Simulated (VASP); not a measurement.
# AlN (Imm2) in VASP: further runs

The runs below take AlN through single point, with PBE.

Program: VASP 6.6.1. These are calculated values, not measurements. Logs are shortened: lines on timing, memory, paths and dates and some standing lists are left out, and cuts for length are marked.

### Step 1. The cell of the first run

It takes space group Imm2 (No. 44, orthorhombic). Conventional cell: a = 3.114 Å, b = 3.114 Å, c = 4.403 Å, α = 90.00°, β = 90.00°, γ = 90.00°. Within 2.3 Å of Al (site symmetry mm2) lie 4 N at 1.77 to 2.07 Å. N (site symmetry mm2) has 4 Al at 1.77 to 2.07 Å within 2.3 Å.

### Step 2. Single point, PBE (mode 4 (634.6 1/cm) frozen in, largest displacement +0.175 Å)

Contents of INCAR:

```
  ALGO = Normal
  EDIFF = 1E-7
  ENCUT = 520
  GGA = PE
  ISIF = 2
  ISMEAR = 0
  LASPH = T
  LCHARG = T
  LELF = T
  LREAL = F
  LVHAR = T
  LWAVE = F
  NBANDS = 11
  NELM = 60
  PREC = Accurate
  SIGMA = 0.05
```

Contents of KPOINTS:

```
k-points
0
Gamma
  10 10 10
```

Contents of POSCAR:

```
AlN
1.0
    0.0000000000      2.2015871043      2.2015871043
    2.2015871043      0.0000000000      2.2015871043
    2.2015871043      2.2015871043      0.0000000000
Al N
1 1
Direct
    0.0206324404     -0.0206324404     -0.0206324404
    0.7102559445      0.7897440555      0.7897440555
```

Potentials or basis: VASP PAW PBE potentials, release 64 (Al, N).

On the command line:

```
> cat potpaw_PBE.64/Al/POTCAR potpaw_PBE.64/N/POTCAR > POTCAR
> mpirun -np 1 vasp_std > vasp.out
```

OUTCAR:

```text
EDIFF = 1E-7
   ENCUT = 520
   GGA = PE
   ISIF = 2
   ISMEAR = 0
   LASPH = T
   LREAL = F
   NELM = 60
   PREC = Accurate

 ion  position               nearest neighbor table
   1  0.021  0.979  0.979-   2 1.77   2 1.77   2 2.07   2 2.07
   2  0.710  0.790  0.790-   1 1.77   1 1.77   1 2.07   1 2.07

  LATTYP: Found a face centered cubic cell.
 ALAT       =     4.4031742086

  Lattice vectors:

 A1 = (   0.0000000000,   2.2015871043,   2.2015871043)
 A2 = (   2.2015871043,   0.0000000000,   2.2015871043)
 A3 = (   2.2015871043,   2.2015871043,   0.0000000000)

Analysis of symmetry for initial positions (statically):
=====================================================================
 Subroutine PRICEL returns:
 Original cell was already a primitive cell.

 Routine SETGRP: Setting up the symmetry group for a
 face centered cubic supercell.

 Subroutine GETGRP returns: Found  4 space group operations
 (whereof  4 operations were pure point group operations)
 out of a pool of 48 trial point group operations.

The static configuration has the point symmetry C_2v.

Analysis of symmetry for dynamics (positions and initial velocities):
=====================================================================
 Subroutine PRICEL returns:
 Original cell was already a primitive cell.

 Routine SETGRP: Setting up the symmetry group for a
 face centered cubic supercell.

 Subroutine GETGRP returns: Found  4 space group operations
 (whereof  4 operations were pure point group operations)
 out of a pool of 48 trial point group operations.

The dynamic configuration has the point symmetry C_2v.

 Subroutine INISYM returns: Found  4 space group operations
 (whereof  4 operations are pure point group operations),
 and found     1 'primitive' translations

----------------------------------------------------------------------------------------

                                     Primitive cell

  volume of cell :      21.3421

  direct lattice vectors                    reciprocal lattice vectors
     0.000000000  2.201587104  2.201587104    -0.227108888  0.227108888  0.227108888
     2.201587104  0.000000000  2.201587104     0.227108888 -0.227108888  0.227108888
     2.201587104  2.201587104  0.000000000     0.227108888  0.227108888 -0.227108888

  length of vectors
     3.113514342  3.113514342  3.113514342     0.393364134  0.393364134  0.393364134

  position of ions in fractional coordinates (direct lattice)
     0.020632440  0.979367560  0.979367560
     0.710255944  0.789744056  0.789744056

  ion indices of the primitive-cell ions
   primitive index   ion index
                 1           1
                 2           2

----------------------------------------------------------------------------------------

 KPOINTS: k-points

Automatic generation of k-mesh.
 Grid dimensions read from file:
 generate k-points for:   10   10   10

 Generating k-lattice:

  Cartesian coordinates                     Fractional coordinates (reciprocal lattice)
    -0.022710889  0.022710889  0.022710889     0.100000000  0.000000000  0.000000000
     0.022710889 -0.022710889  0.022710889     0.000000000  0.100000000  0.000000000
     0.022710889  0.022710889 -0.022710889     0.000000000  0.000000000  0.100000000

  Length of vectors
     0.039336413  0.039336413  0.039336413

  Shift w.r.t. Gamma in fractional coordinates (k-lattice)
     0.000000000  0.000000000  0.000000000

 Subroutine IBZKPT returns following result:
 ===========================================

 Found    171 irreducible k-points:

 Following reciprocal coordinates:
            Coordinates               Weight
  0.000000  0.000000  0.000000      1.000000
  0.100000  0.000000  0.000000      4.000000
  0.000000  0.100000  0.000000      4.000000
  0.200000  0.000000  0.000000      4.000000
  0.000000  0.200000  0.000000      4.000000
  0.300000  0.000000  0.000000      4.000000
[... 16 lines left out ...]
  0.000000  0.400000  0.100000      4.000000
  0.100000  0.000000  0.400000      8.000000
 [... further k-points ...]
[... 45 lines left out ...]
      1      -9.1261      2.00000
      2       5.0007      2.00000
      3       5.7900      2.00000
      4       6.3227      2.00000
      5       9.5732      0.00000
      6      18.0023      0.00000
      7      18.1575      0.00000
      8      18.1577      0.00000
      9      22.9545      0.00000
     10      23.1517      0.00000
     11      23.6063      0.00000

 k-point     2 :       0.1000    0.0000    0.0000
  band No.  band energies     occupation
      1      -8.9827      2.00000
      2       4.4141      2.00000
      3       5.6105      2.00000
      4       6.2627      2.00000
      5      10.1609      0.00000
      6      17.4186      0.00000
      7      18.1314      0.00000
      8      18.7012      0.00000
      9      21.6097      0.00000
     10      21.9417      0.00000
     11      24.2233      0.00000

 k-point     3 :       0.0000    0.1000    0.0000
  band No.  band energies     occupation
      1      -8.9866      2.00000
      2       4.9553      2.00000
      3       5.1502      2.00000
      4       6.0240      2.00000
      5      10.3203      0.00000
      6      17.3819      0.00000
      7      18.2945      0.00000
      8      18.3788      0.00000
      9      22.1630      0.00000
     10      22.1635      0.00000
     11      23.3411      0.00000

 k-point     4 :       0.2000    0.0000    0.0000
  band No.  band energies     occupation
      1      -8.5748      2.00000
      2       3.0053      2.00000
      3       5.4329      2.00000
      4       6.1138      2.00000
      5      11.2136      0.00000
      6      16.5361      0.00000
      7      18.0075      0.00000
      8      18.7931      0.00000
      9      21.1594      0.00000
     10      21.3519      0.00000
     11      23.1075      0.00000
[... 239 lines left out ...]
 k-point    22 :       0.4000    0.1000    0.0000
  band No.  band energies     occupation
      1      -7.4813      2.00000
      2       0.6978      2.00000
      3       4.9821      2.00000
      4       5.5356      2.00000
      5      12.5422      0.00000
      6      14.9589      0.00000
      7      16.8537      0.00000
      8      18.1518      0.00000
      9      21.5877      0.00000
     10      24.4334      0.00000
     11      24.8527      0.00000

 k-point    23 :       0.0000    0.4000    0.1000
  band No.  band energies     occupation
      1      -7.5326      2.00000
      2       1.1136      2.00000
      3       4.4211      2.00000
      4       5.2992      2.00000
      5      12.8880      0.00000
      6      15.0243      0.00000
      7      17.0541      0.00000
      8      17.7277      0.00000
      9      22.0745      0.00000
     10      24.2814      0.00000
     11      24.7971      0.00000

 k-point    24 :       0.1000    0.0000    0.4000
  band No.  band energies     occupation
      1      -7.5364      2.00000
      2       1.1573      2.00000
      3       4.3828      2.00000
      4       5.3132      2.00000
      5      12.8570      0.00000
      6      14.9942      0.00000
      7      16.9341      0.00000
      8      17.7382      0.00000
      9      22.3049      0.00000
     10      23.6377      0.00000
     11      25.7492      0.00000

 [... further k-points ...]
[... 5 lines left out ...]
  --------------------------------------------------------------------------------------
  -------------------------------------------------------------------------------------
  Total       -0.0741998      1.5690070      1.5690070      0.0000000      2.3621698      0.0000000
  in kB       -5.5702667    117.7871344    117.7871344      0.0000000    177.3307653      0.0000000
  external PRESSURE =      76.6680007 kB  Pullay stress =       0.0000000 kB

 VOLUME and BASIS-vectors are now :
 -----------------------------------------------------------------------------
  energy-cutoff  :      520.00
  volume of cell :       21.34
      direct lattice vectors                 reciprocal lattice vectors
     0.000000000  2.201587104  2.201587104    -0.227108888  0.227108888  0.227108888
     2.201587104  0.000000000  2.201587104     0.227108888 -0.227108888  0.227108888
     2.201587104  2.201587104  0.000000000     0.227108888  0.227108888 -0.227108888

 POSITION                                       TOTAL-FORCE (eV/Angst)
 -----------------------------------------------------------------------------------
      4.31233      2.20159      2.20159         3.389219      0.000000      0.000000
      3.47738      3.30238      3.30238        -3.389219     -0.000000     -0.000000
 -----------------------------------------------------------------------------------
    total drift:                                0.000024     -0.000001     -0.000001

  FREE ENERGIE OF THE ION-ELECTRON SYSTEM (eV)
  ---------------------------------------------------
  free  energy   TOTEN  =       -14.3802673485 eV

  energy  without entropy=      -14.3802673485  energy(sigma->0) =      -14.38026735
```

Wall time 13 s (1 thread of Intel Xeon 6975P-C (Granite Rapids), shared host); peak memory 0.16 GiB.

What came out:

- Free energy: -14.3803 eV
- Pressure: 7.7 GPa
- Largest force: 3.389 eV/Å
- Band gap on the k mesh: 2.66 eV, indirect (least direct gap 3.25 eV)

Forces in eV/Å, atoms in the order of the input:
```
Al   3.389  0.000  0.000
N   -3.389  0.000  0.000
```

Stress tensor (GPa, compression positive):
```
-0.56  0.00  0.00
 0.00 11.78 17.73
 0.00 17.73 11.78
```

Levels at points of the mesh, in eV from the valence-band top:
| k point | band 2 | band 3 | band 4 | band 5 | band 6 | band 7 |
| --- | --- | --- | --- | --- | --- | --- |
| (0.00, 0.00, 0.00) | -1.32 | -0.53 | 0.00 | 3.25 | 11.68 | 11.83 |
| (0.50, 0.00, 0.00) | -6.54 | -1.17 | -0.55 | 6.27 | 8.74 | 10.17 |
| (0.00, 0.50, 0.00) | -6.12 | -1.75 | -0.79 | 6.49 | 9.07 | 10.24 |
| (0.50, 0.50, 0.00) | -5.47 | -2.28 | -2.21 | 2.66 | 7.48 | 12.64 |
| (0.00, 0.50, 0.50) | -5.39 | -2.88 | -1.93 | 2.79 | 7.94 | 12.67 |

Caveat: the cell differs from its parent crystal (mode 4 (634.6 1/cm) frozen in, largest displacement +0.175 Å); forces of over 1 eV/Å act on the atoms, so gaps and moduli don't describe the material at rest. A k mesh can miss the band edges.

### Step 3. Single point, PBE (mode 4 (634.6 1/cm) frozen in, largest displacement -0.200 Å)

Contents of INCAR:

```
ALGO = Normal
EDIFF = 1E-6
ENCUT = 600
GGA = PE
GGA_COMPAT = False
ISIF = 2
ISMEAR = 0
LASPH = True
LCHARG = False
LREAL = False
LWAVE = False
NBANDS = 11
NELM = 120
PREC = Accurate
SIGMA = 0.05
```

KPOINTS is that of step 2.

Contents of POSCAR:

```
AlN
1.0
    0.0000000000      2.2015871043      2.2015871043
    2.2015871043      0.0000000000      2.2015871043
    2.2015871043      2.2015871043      0.0000000000
Al N
1 1
Direct
   -0.0235799319      0.0235799319      0.0235799319
    0.7954217777      0.7045782223      0.7045782223
```

Potentials or basis: VASP PAW PBE potentials, release 64 (Al, N).

On the command line:

```
> cat potpaw_PBE.64/Al/POTCAR potpaw_PBE.64/N/POTCAR > POTCAR
> mpirun -np 1 vasp_std > vasp.out
```

Run time: 36 s. Hardware: 1 thread of Intel Xeon 6975P-C, shared host; peak memory 0.19 GiB.

Results (log left out):

```
Free energy            : -14.2451 eV
Pressure               : 9.9 GPa
Largest force          : 3.787 eV/Å
Band gap on the k mesh : 2.58 eV, indirect (least direct gap 3.14 eV)
```

Forces in eV/Å, atoms in the order of the input:
```
Al  -3.787  0.000  0.000
N    3.787  0.000  0.000
```

Stress tensor (GPa, compression positive):
```
 -0.85   0.00   0.00
  0.00  15.26 -20.84
  0.00 -20.84  15.26
```

Levels at points of the mesh, in eV from the valence-band top:
```csv
k point,band 2,band 3,band 4,band 5,band 6,band 7
"(0.00, 0.00, 0.00)",-1.49,-0.58,0.00,3.14,11.62,11.78
"(0.50, 0.00, 0.00)",-6.15,-1.91,-0.81,6.38,8.98,10.20
"(0.00, 0.50, 0.00)",-6.63,-1.24,-0.56,6.14,8.59,10.07
"(0.50, 0.50, 0.00)",-5.55,-2.33,-2.23,2.58,7.31,12.46
"(0.00, 0.50, 0.50)",-5.44,-3.02,-1.95,2.74,7.89,12.51
```

Caveat: the cell differs from its parent crystal (mode 4 (634.6 1/cm) frozen in, largest displacement -0.200 Å); forces of over 1 eV/Å act on the atoms, so gaps and moduli don't describe the material at rest.

### Step 4. Single point, PBE (mode 4 (634.6 1/cm) frozen in, largest displacement +0.150 Å)

Contents of INCAR:

```
  PREC = Accurate
  ENCUT = 600
  EDIFF = 1E-6
  ISMEAR = 0
  SIGMA = 0.05
  LREAL = F
  LASPH = T
  NELM = 120
  ALGO = Normal
  ISIF = 2
  LWAVE = F
  LCHARG = F
  GGA = PE
  NBANDS = 11
  GGA_COMPAT = F
```

Contents of KPOINTS:

```
regular mesh
0
Gamma
  10 10 10
```

Contents of POSCAR:

```
AlN
1.0
    0.0000000000      2.2015871043      2.2015871043
    2.2015871043      0.0000000000      2.2015871043
    2.2015871043      2.2015871043      0.0000000000
Al N
1 1
Direct
    0.0176849489     -0.0176849489     -0.0176849489
    0.7159336667      0.7840663333      0.7840663333
```

On the command line:

```
> cat potpaw_PBE.64/Al/POTCAR potpaw_PBE.64/N/POTCAR > POTCAR
> mpirun -np 1 vasp_std > vasp.out
```

It took 34 s on 1 thread of Intel Xeon 6975P-C, shared host; peak memory 0.19 GiB.

It converged, with:

```
Free energy            : -14.5023 eV
Pressure               : 5.5 GPa
Largest force          : 2.964 eV/Å
Band gap on the k mesh : 2.74 eV, indirect (least direct gap 3.36 eV)
```

Forces in eV/Å, atoms in the order of the input:
```
Al   2.964  0.000  0.000
N   -2.964  0.000  0.000
```

Stress tensor (GPa, compression positive):
```
-0.55  0.00  0.00
 0.00  8.52 14.83
 0.00 14.83  8.52
```

Levels at points of the mesh, in eV from the valence-band top:
| k point | band 1 | band 2 | band 3 | band 4 | band 5 | band 6 | band 7 | band 8 | band 9 |
| --- | --- | --- | --- | --- | --- | --- | --- | --- | --- |
| (0.00, 0.00, 0.00) | -15.38 | -1.15 | -0.48 | 0.00 | 3.36 | 11.75 | 11.88 | 11.89 | 16.74 |
| (0.50, 0.00, 0.00) | -13.38 | -6.45 | -1.10 | -0.54 | 6.40 | 8.89 | 10.27 | 10.99 | 16.80 |
| (0.00, 0.50, 0.00) | -13.45 | -6.08 | -1.58 | -0.77 | 6.60 | 9.16 | 10.29 | 10.66 | 16.73 |
| (0.50, 0.50, 0.00) | -12.80 | -5.39 | -2.23 | -2.17 | 2.74 | 7.65 | 12.81 | 15.02 | 15.18 |
| (0.00, 0.50, 0.50) | -12.81 | -5.33 | -2.73 | -1.91 | 2.84 | 7.99 | 12.83 | 14.84 | 14.94 |

Caveat: the cell differs from its parent crystal (mode 4 (634.6 1/cm) frozen in, largest displacement +0.150 Å); forces of over 1 eV/Å act on the atoms, so gaps and moduli don't describe the material at rest.

### Step 5. Single point, PBE (mode 4 (634.6 1/cm) frozen in, largest displacement -0.100 Å)

Contents of INCAR:

```
PREC = Accurate ; ENCUT = 600
EDIFF = 1E-6 ; ISMEAR = 0
SIGMA = 0.05 ; LREAL = F
LASPH = T ; NELM = 120
ALGO = Normal ; ISIF = 2
LWAVE = F ; LCHARG = F
GGA = PE ; NBANDS = 11
GGA_COMPAT = F
```

Contents of KPOINTS:

```
Automatic mesh
0
Gamma
  10 10 10
```

Contents of POSCAR:

```
AlN
1.0
    0.0000000000      2.2015871043      2.2015871043
    2.2015871043      0.0000000000      2.2015871043
    2.2015871043      2.2015871043      0.0000000000
Al N
1 1
Direct
   -0.0117899660      0.0117899660      0.0117899660
    0.7727108888      0.7272891112      0.7272891112
```

On the command line:

```
> cat potpaw_PBE.64/Al/POTCAR potpaw_PBE.64/N/POTCAR > POTCAR
> mpirun -np 1 vasp_std > vasp.out
```

Run time: 40 s. Hardware: 1 thread of Intel Xeon 6975P-C, shared host; peak memory 0.18 GiB.

The run converged. Its results:

- Free energy: -14.6926 eV
- Pressure: 2.2 GPa
- Largest force: 2.035 eV/Å
- Band gap on the k mesh: 2.92 eV, indirect (least direct gap 3.57 eV)

Forces in eV/Å, atoms in the order of the input:
```
Al  -2.035  0.000  0.000
N    2.035  0.000  0.000
```

Stress tensor (GPa, compression positive):
```
-0.44  0.00  0.00
 0.00  3.59 -9.48
 0.00 -9.48  3.59
```

Levels at points of the mesh, in eV from the valence-band top:
| k point | band 2 | band 3 | band 4 | band 5 | band 6 | band 7 |
| --- | --- | --- | --- | --- | --- | --- |
| (0.00, 0.00, 0.00) | -0.78 | -0.35 | 0.00 | 3.57 | 11.91 | 11.99 |
| (0.50, 0.00, 0.00) | -5.99 | -1.23 | -0.70 | 6.80 | 9.35 | 10.46 |
| (0.00, 0.50, 0.00) | -6.24 | -0.93 | -0.52 | 6.66 | 9.17 | 10.49 |
| (0.50, 0.50, 0.00) | -5.22 | -2.10 | -2.07 | 2.92 | 7.96 | 13.13 |
| (0.00, 0.50, 0.50) | -5.19 | -2.42 | -1.86 | 2.96 | 8.12 | 13.13 |

Caveat: the cell differs from its parent crystal (mode 4 (634.6 1/cm) frozen in, largest displacement -0.100 Å); forces of over 1 eV/Å act on the atoms, so gaps and moduli don't describe the material at rest.

### Step 6. Single point, PBE (mode 4 (634.6 1/cm) frozen in, largest displacement +0.125 Å)

Contents of INCAR:

```
  PREC = Accurate
  ENCUT = 600
  EDIFF = 1E-6
  ISMEAR = 0
  SIGMA = 0.05
  LREAL = False
  LASPH = True
  NELM = 120
  ALGO = Normal
  ISIF = 2
  LWAVE = False
  LCHARG = False
  GGA = PE
  NBANDS = 11
  GGA_COMPAT = False
```

Contents of KPOINTS:

```
regular mesh
0
Gamma
  10 10 10
```

Contents of POSCAR:

```
AlN
1.0
    0.0000000000      2.2015871043      2.2015871043
    2.2015871043      0.0000000000      2.2015871043
    2.2015871043      2.2015871043      0.0000000000
Al N
1 1
Direct
    0.0147374575     -0.0147374575     -0.0147374575
    0.7216113889      0.7783886111      0.7783886111
```

Potentials or basis: VASP PAW PBE potentials, release 64 (Al, N).

On the command line:

```
> cat potpaw_PBE.64/Al/POTCAR potpaw_PBE.64/N/POTCAR > POTCAR
> mpirun -np 1 vasp_std > vasp.out
```

Run time: 33 s. Hardware: 1 thread of Intel Xeon 6975P-C, shared host; peak memory 0.18 GiB.

Results (log left out):

```
Free energy            : -14.6063 eV
Pressure               : 3.7 GPa
Largest force          : 2.510 eV/Å
Band gap on the k mesh : 2.83 eV, indirect (least direct gap 3.46 eV)
```

Forces in eV/Å, atoms in the order of the input:
```
Al   2.510  0.000  0.000
N   -2.510  0.000  0.000
```

Stress tensor (GPa, compression positive):
```
-0.48  0.00  0.00
 0.00  5.82 12.08
 0.00 12.08  5.82
```

Levels at points of the mesh, in eV from the valence-band top:
```csv
k point,band 2,band 3,band 4,band 5,band 6,band 7
"(0.00, 0.00, 0.00)",-0.97,-0.42,0.00,3.46,11.82,11.93
"(0.50, 0.00, 0.00)",-6.35,-1.02,-0.53,6.53,9.03,10.38
"(0.00, 0.50, 0.00)",-6.04,-1.41,-0.74,6.70,9.26,10.37
"(0.50, 0.50, 0.00)",-5.31,-2.16,-2.12,2.83,7.81,12.97
"(0.00, 0.50, 0.50)",-5.26,-2.58,-1.89,2.90,8.05,12.98
```

Caveat: the cell differs from its parent crystal (mode 4 (634.6 1/cm) frozen in, largest displacement +0.125 Å); forces of over 1 eV/Å act on the atoms, so gaps and moduli don't describe the material at rest. A k mesh can miss the band edges.
